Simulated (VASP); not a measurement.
# Ti (I4/mmm) in VASP: further runs

Ti is run at these levels: PBEsol; tasks: single point.

Program: VASP 6.6.1. These are calculated values, not measurements. Logs are shortened: lines on timing, memory, paths and dates and some standing lists are left out, and cuts for length are marked.

## (1) The cell of the first run

It takes space group I4/mmm (No. 139, tetragonal). Conventional cell: a = 2.725 Å, b = 2.725 Å, c = 3.954 Å, α = 90.00°, β = 90.00°, γ = 90.00°. Within 3.6 Å of Ti (site symmetry 4/mmm) lie 12 Ti at 2.72 to 2.76 Å.

## (2) Single point, PBEsol (strain -0.050 along x and y, -0.025 along z)

INCAR reads:

```
SYSTEM = Ti
PREC = Accurate
ENCUT = 520
EDIFF = 1E-6
ISMEAR = 0
SIGMA = 0.15
LREAL = .False.
LASPH = .True.
NELM = 100
ALGO = Fast
ISIF = 2
LWAVE = .False.
LCHARG = .False.
GGA = PS
NBANDS = 12
```

KPOINTS reads:

```
regular mesh
0
Gamma
  26 26 26
  0 0 0
```

POSCAR reads:

```
Ti
1.0
    0.0000000000      1.9265250939      1.9772231227
    1.9265250939      0.0000000000      1.9772231227
    1.9265250939      1.9265250939      0.0000000000
Ti
1
Direct
    0.0000000000      0.0000000000      0.0000000000
```

Potentials or basis: VASP PAW PBE potentials, release 64 (Ti_sv).

On the command line:

```console
$ cat potpaw_PBE.64/Ti_sv/POTCAR > POTCAR
$ mpirun -np 1 vasp_std > vasp.out
```

OUTCAR:

```text
SYSTEM = Ti
   PREC = Accurate
   ENCUT = 520
   EDIFF = 1E-6
   ISMEAR = 0
   LREAL = .False.
   LASPH = .True.
   NELM = 100
   ISIF = 2
   GGA = PS

 ion  position               nearest neighbor table
   1  0.000  0.000  0.000-

  LATTYP: Found a body centered tetragonal cell.
 ALAT       =     2.7245179160
 C/A-ratio  =     1.4514297088

  Lattice vectors:

 A1 = (  -1.9265250939,   0.0000000000,   1.9772231227)
 A2 = (   1.9265250939,   0.0000000000,   1.9772231227)
 A3 = (   0.0000000000,   1.9265250939,  -1.9772231227)

Analysis of symmetry for initial positions (statically):
=====================================================================
 Subroutine PRICEL returns:
 Original cell was already a primitive cell.

 Routine SETGRP: Setting up the symmetry group for a
 body centered tetragonal supercell.

 Subroutine GETGRP returns: Found 16 space group operations
 (whereof 16 operations were pure point group operations)
 out of a pool of 16 trial point group operations.

The static configuration has the point symmetry D_4h.

Analysis of symmetry for dynamics (positions and initial velocities):
=====================================================================
 Subroutine PRICEL returns:
 Original cell was already a primitive cell.

 Routine SETGRP: Setting up the symmetry group for a
 body centered tetragonal supercell.

 Subroutine GETGRP returns: Found 16 space group operations
 (whereof 16 operations were pure point group operations)
 out of a pool of 16 trial point group operations.

The dynamic configuration has the point symmetry D_4h.

 Subroutine INISYM returns: Found 16 space group operations
 (whereof 16 operations are pure point group operations),
 and found     1 'primitive' translations

----------------------------------------------------------------------------------------

                                     Primitive cell

  volume of cell :      14.6769

  direct lattice vectors                    reciprocal lattice vectors
     0.000000000  1.926525094  1.977223123    -0.259534642  0.259534642  0.252879907
     1.926525094  0.000000000  1.977223123     0.259534642 -0.259534642  0.252879907
     1.926525094  1.926525094  0.000000000     0.259534642  0.259534642 -0.252879907

  length of vectors
     2.760599611  2.760599611  2.724517916     0.445718194  0.445718194  0.445718194

  position of ions in fractional coordinates (direct lattice)
     0.000000000  0.000000000  0.000000000

  ion indices of the primitive-cell ions
   primitive index   ion index
                 1           1

----------------------------------------------------------------------------------------

 KPOINTS: regular mesh

Automatic generation of k-mesh.
 Grid dimensions read from file:
 generate k-points for:   26   26   26

 Generating k-lattice:

  Cartesian coordinates                     Fractional coordinates (reciprocal lattice)
    -0.009982102  0.009982102  0.009726150     0.038461538  0.000000000  0.000000000
     0.009982102 -0.009982102  0.009726150     0.000000000  0.038461538  0.000000000
     0.009982102  0.009982102 -0.009726150     0.000000000  0.000000000  0.038461538

  Length of vectors
     0.017143007  0.017143007  0.017143007

  Shift w.r.t. Gamma in fractional coordinates (k-lattice)
     0.000000000  0.000000000  0.000000000

 Subroutine IBZKPT returns following result:
 ===========================================

 Found   1330 irreducible k-points:

 Following reciprocal coordinates:
            Coordinates               Weight
  0.000000  0.000000  0.000000      1.000000
  0.038462  0.000000  0.000000      8.000000
  0.076923  0.000000  0.000000      8.000000
  0.115385  0.000000  0.000000      8.000000
  0.153846 -0.000000  0.000000      8.000000
  0.192308 -0.000000  0.000000      8.000000
[... 16 lines left out ...]
  0.346154  0.038462  0.000000      8.000000
  0.384615  0.038462  0.000000      8.000000
 [... further k-points ...]
   k-points           NKPTS =   1330   k-points in BZ     NKDIM =   1330   number of bands    NBANDS=     12
   number of dos      NEDOS =    301   number of ions     NIONS =      1
   total plane-waves  NPLWV =  11520
   dimension x,y,z NGX =    24 NGY =   24 NGZ =   20
   dimension x,y,z NGXF=    48 NGYF=   48 NGZF=   40
   ions per type =               1
   NGX,Y,Z   is equivalent  to a cutoff of  14.45, 14.45, 12.20 a.u.
   NGXF,Y,Z  is equivalent  to a cutoff of  28.91, 28.91, 24.41 a.u.
 SYSTEM =  Ti
   PREC   = accura    normal or accurate (medium, high low for compatibility)
   ISTART =      0    job   : 0-new  1-cont  2-samecut
   ICHARG =      2    charge: 1-file 2-atom 10-const
   ISPIN  =      1    spin polarized calculation?
   LNONCOLLINEAR =      F non collinear calculations
   LSORBIT =      F    spin-orbit coupling
   LASPH  =      T    aspherical Exc in radial PAW
   ENCUT  =  520.0 eV  38.22 Ry    6.18 a.u.   5.13  5.13  5.07*2*pi/ulx,y,z
   NELM   =    100;   NELMIN=  2; NELMDL= -5     # of ELM steps
   EDIFF  = 0.1E-05   stopping-criterion for ELM
   LREAL  =      F    real-space projection
   EDIFFG = 0.1E-04   stopping-criterion for IOM
   NSW    =      0    number of steps for IOM
   IBRION =     -1    ionic relax: 0-MD 1-quasi-New 2-CG
   NFREE  =      0    steps in history (QN), initial steepest desc. (CG)
   ISIF   =      2    stress and relaxation
   ISYM   =      2    0-nonsym 1-usesym 2-fastsym
   POTIM  = 0.5000    time-step for ionic-motion
   TEBEG  =    0.0;   TEEND  =   0.0 temperature during run
   PSTRESS=    0.0 pullay stress
   NELECT =      12.0000    total number of electrons
   NUPDOWN=      -1.0000    fix difference up-down
   EMIN   =  10.00;   EMAX   =-10.00  energy-range for DOS
   EFERMI =   0.00;   METHOD = LEGACY
   ISMEAR =     0;   SIGMA  =   0.15  broadening in eV -4-tet -1-fermi 0-gaus
   EFERMI_NEDOS =   21; number of points for ismear=-14 and -15
   IALGO  =     68    algorithm
   IMIX   =      4    mixing-type and parameters
     AMIX     =   0.40;   BMIX     =  1.00
     AMIX_MAG =   1.60;   BMIX_MAG =  1.00
  volume/ion in A,a.u.               =      14.68        99.04
  Fermi-wavevector in a.u.,A,eV,Ry     =   1.530818  2.892827 31.883946  2.343404
  Thomas-Fermi vector in A             =   2.638248
   LORBIT       =      0    0 simple, 1 ext, 2 COOP (PROOUT), +10 PAW based schemes
   GGA     = PS    functional components
   LHFCALC =     F    Hartree Fock is set to
   AEXX    =    0.0000 exact exchange contribution
   IVDW    =     0    specifies the selected vdW correction
   LEPSILON=     F    determine dielectric tensor
   LRPA    =     F    only Hartree local field effects (RPA)
 non-spin polarized calculation
 RMM-DIIS sequential band-by-band and
 Gauss-broadening in eV      SIGMA  =   0.15
  energy-cutoff  :      520.00
  volume of cell :       14.68
 maximum number of plane-waves:       405
 NGX is ok and might be reduce to    24
   NGX = 11   NGY = 11   NGZ = 11

 number of electron      12.0000002 magnetization

 Free energy of the ion-electron system (eV)
  ---------------------------------------------------
  ext. energy  EPLUGINS =         0.00000000
  ---------------------------------------------------
  free energy    TOTEN  =        -8.19203955 eV

  energy without entropy =       -8.17609541  energy(sigma->0) =       -8.18406748

 E-fermi :  10.0010     XC(G=0): -12.4645

 val. band max:        9.9991171936   @ k =   0.1923   0.1538   0.0385
 cond. band min:      10.0014123565   @ k =   0.2308   0.1538   0.0769
 fundamental gap:      0.0022951629
 Fermi energy:        10.0009671452

 k-point     1 :       0.0000    0.0000    0.0000
  band No.  band energies     occupation
      1     -46.2291      2.00000
      2     -21.9253      2.00000
      3     -21.9182      2.00000
      4     -21.9182      2.00000
      5       3.5500      2.00000
      6      10.7940      0.00000
      7      11.0465      0.00000
      8      11.0465      0.00000
      9      12.8458      0.00000
     10      13.1501      0.00000
     11      26.2133      0.00000
     12      30.9739      0.00000

 k-point     2 :       0.0385    0.0000    0.0000
  band No.  band energies     occupation
      1     -46.2256      2.00000
      2     -21.9390      2.00000
      3     -21.9247      2.00000
      4     -21.9200      2.00000
      5       3.6071      2.00000
      6      10.7952      0.00000
      7      11.0289      0.00000
      8      11.0687      0.00000
      9      12.8318      0.00000
     10      13.1324      0.00000
     11      26.2809      0.00000
     12      30.8677      0.00000

 k-point     3 :       0.0769    0.0000    0.0000
  band No.  band energies     occupation
      1     -46.2154      2.00000
      2     -21.9904      2.00000
      3     -21.9323      2.00000
      4     -21.9254      2.00000
      5       3.7758      2.00000
      6      10.7579      0.00000
      7      11.0186      0.00000
      8      11.1319      0.00000
      9      12.7957      0.00000
     10      13.0842      0.00000
     11      26.4663      0.00000
     12      29.9960      0.00000
[... 286 lines left out ...]
 k-point    23 :       0.3462    0.0385    0.0000
  band No.  band energies     occupation
      1     -46.0461      2.00000
      2     -22.7935      2.00000
      3     -22.0452      2.00000
      4     -22.0245      2.00000
      5       6.5176      2.00000
      6      10.0718      0.50437
      7      10.8726      0.00000
      8      11.2555      0.00000
      9      13.5346      0.00000
     10      13.7793      0.00000
     11      22.6928      0.00000
     12      26.5333      0.00000

 k-point    24 :       0.3846    0.0385    0.0000
  band No.  band energies     occupation
      1     -46.0223      2.00000
      2     -22.9010      2.00000
      3     -22.0628      2.00000
      4     -22.0344      2.00000
      5       6.7800      2.00000
      6      10.2932      0.00587
      7      10.7838      0.00000
      8      11.1548      0.00000
      9      13.8573      0.00000
     10      14.0005      0.00000
     11      21.7811      0.00000
     12      26.1418      0.00000

 [... further k-points ...]

------------------------ aborting loop because EDIFF is reached ----------------------------------------

  FORCE on cell =-STRESS in cart. coord.  units (eV):
  Direction    XX          YY          ZZ          XY          YZ          ZX
  --------------------------------------------------------------------------------------
  -------------------------------------------------------------------------------------
  Total        1.6403140      1.6403140      1.5604586      0.0000000     -0.0000000     -0.0000000
  in kB      179.0616375    179.0616375    170.3443872      0.0000000     -0.0000000     -0.0000000
  external PRESSURE =     176.1558874 kB  Pullay stress =       0.0000000 kB

 VOLUME and BASIS-vectors are now :
 -----------------------------------------------------------------------------
  energy-cutoff  :      520.00
  volume of cell :       14.68
      direct lattice vectors                 reciprocal lattice vectors
     0.000000000  1.926525094  1.977223123    -0.259534642  0.259534642  0.252879907
     1.926525094  0.000000000  1.977223123     0.259534642 -0.259534642  0.252879907
     1.926525094  1.926525094  0.000000000     0.259534642  0.259534642 -0.252879907

 POSITION                                       TOTAL-FORCE (eV/Angst)
 -----------------------------------------------------------------------------------
      0.00000      0.00000      0.00000        -0.000000      0.000000      0.000000
 -----------------------------------------------------------------------------------
    total drift:                                0.000000      0.000000     -0.000000

  FREE ENERGIE OF THE ION-ELECTRON SYSTEM (eV)
  ---------------------------------------------------
  free  energy   TOTEN  =        -8.1920395528 eV

  energy  without entropy=       -8.1760954145  energy(sigma->0) =       -8.18406748
```

It took 4 min on 1 thread of Intel Xeon Platinum 8488C (Sapphire Rapids), shared host; peak memory 0.34 GiB.

Results:

| Item | Value |
| --- | --- |
| Free energy | -8.1920 eV |
| Pressure | 17.6 GPa |
| Band gap on the k mesh | zero (band 6 reaches 10.87 eV, above the bottom of band 7 at 9.34 eV) |

Caveat: the cell differs from its parent crystal (strain -0.050 along x and y, -0.025 along z); the PAW data sets were made with another functional, which shifts forces and pressure a little.

## (3) Single point, PBEsol (strain -0.050 along x and y, +0.000 along z)

INCAR reads:

```
SYSTEM = Ti
PREC = Accurate ; ENCUT = 520
EDIFF = 1E-7 ; ISMEAR = 0
SIGMA = 0.15 ; LREAL = .False.
LASPH = .True. ; NELM = 100
ALGO = Fast ; ISIF = 2
LWAVE = .False. ; LCHARG = .True.
GGA = PS ; LELF = .True.
LVHAR = .True. ; NBANDS = 12
```

KPOINTS reads:

```
Automatic mesh
0
Gamma
  26 26 26
  0 0 0
```

POSCAR reads:

```
Ti
1.0
    0.0000000000      1.9265250939      2.0279211515
    1.9265250939      0.0000000000      2.0279211515
    1.9265250939      1.9265250939      0.0000000000
Ti
1
Direct
    0.0000000000      0.0000000000      0.0000000000
```

Potentials or basis: VASP PAW PBE potentials, release 64 (Ti_sv).

On the command line:

```console
$ cat potpaw_PBE.64/Ti_sv/POTCAR > POTCAR
$ mpirun -np 1 vasp_std > vasp.out
```

It took 4.5 min on 1 thread of Intel Xeon Platinum 8488C (Sapphire Rapids), shared host; peak memory 0.34 GiB.

Results (log left out):

```yaml
Free_energy: -8.2267 eV
Pressure: 13.5 GPa
Band_gap_on_the_k_mesh: zero (band 6 reaches 10.51 eV, above the bottom of band 7 at 9.06 eV)
```

Stress tensor (GPa, compression positive):
```
14.03  0.00  0.00
 0.00 14.03  0.00
 0.00  0.00 12.38
```

Levels at points of the mesh, in eV from the Fermi level:
```csv
k point,band 3,band 4,band 5,band 6,band 7,band 8,band 9,band 10
"(0.00, 0.00, 0.00)",-31.99,-31.99,-6.40,0.64,1.13,1.13,2.62,3.21
"(0.50, 0.00, 0.00)",-32.17,-32.09,-2.94,0.54,1.06,1.09,4.15,4.36
"(0.50, 0.50, 0.00)",-32.30,-32.30,-3.12,-2.06,2.92,4.27,4.59,4.59
"(0.50, 0.00, 0.50)",-32.44,-32.34,-3.13,-2.17,3.96,4.21,4.41,4.81
```

Caveat: the cell differs from its parent crystal (strain -0.050 along x and y, +0.000 along z); the PAW data sets were made with another functional, which shifts forces and pressure a little.

## (4) Single point, PBEsol (strain -0.025 along x and y, -0.050 along z)

INCAR reads:

```
SYSTEM = Ti
ALGO = Fast
EDIFF = 1E-7
ENCUT = 520
GGA = PS
ISIF = 2
ISMEAR = 0
LASPH = .True.
LCHARG = .False.
LREAL = .False.
LWAVE = .False.
NBANDS = 12
NELM = 80
PREC = Accurate
SIGMA = 0.15
```

KPOINTS reads:

```
k-points
0
Gamma
  26 26 26
  0 0 0
```

POSCAR reads:

```
Ti
1.0
    0.0000000000      1.9772231227      1.9265250939
    1.9772231227      0.0000000000      1.9265250939
    1.9772231227      1.9772231227      0.0000000000
Ti
1
Direct
    0.0000000000      0.0000000000      0.0000000000
```

On the command line:

```console
$ cat potpaw_PBE.64/Ti_sv/POTCAR > POTCAR
$ mpirun -np 1 vasp_std > vasp.out
```

It took 5.3 min on 1 thread of Intel Xeon Platinum 8488C (Sapphire Rapids), shared host; peak memory 0.35 GiB.

The run converged. Its results:

```
Free energy            : -8.2296 eV
Pressure               : 13.4 GPa
Band gap on the k mesh : zero (band 6 reaches 10.60 eV, above the bottom of band 7 at 9.07 eV)
```

Stress tensor (GPa, compression positive):
```
13.11  0.00  0.00
 0.00 13.11  0.00
 0.00  0.00 14.01
```

Levels at points of the mesh, in eV from the Fermi level:
```
           k point  band 3  band 4  band 5  band 6  band 7  band 8  band 9  band 10
(0.00, 0.00, 0.00)  -32.00  -32.00   -6.40    0.87    0.87    1.11    2.78     3.06
(0.50, 0.00, 0.00)  -32.15  -32.12   -2.94    0.65    0.93    1.08    4.19     4.31
(0.50, 0.50, 0.00)  -32.40  -32.40   -3.13   -2.20    3.95    4.22    4.61     4.61
(0.50, 0.00, 0.50)  -32.38  -32.33   -3.13   -2.12    3.41    4.23    4.50     4.69
```

Caveat: the cell differs from its parent crystal (strain -0.025 along x and y, -0.050 along z); the PAW data sets were made with another functional, which shifts forces and pressure a little.

(Continued in part 2 of 2.)
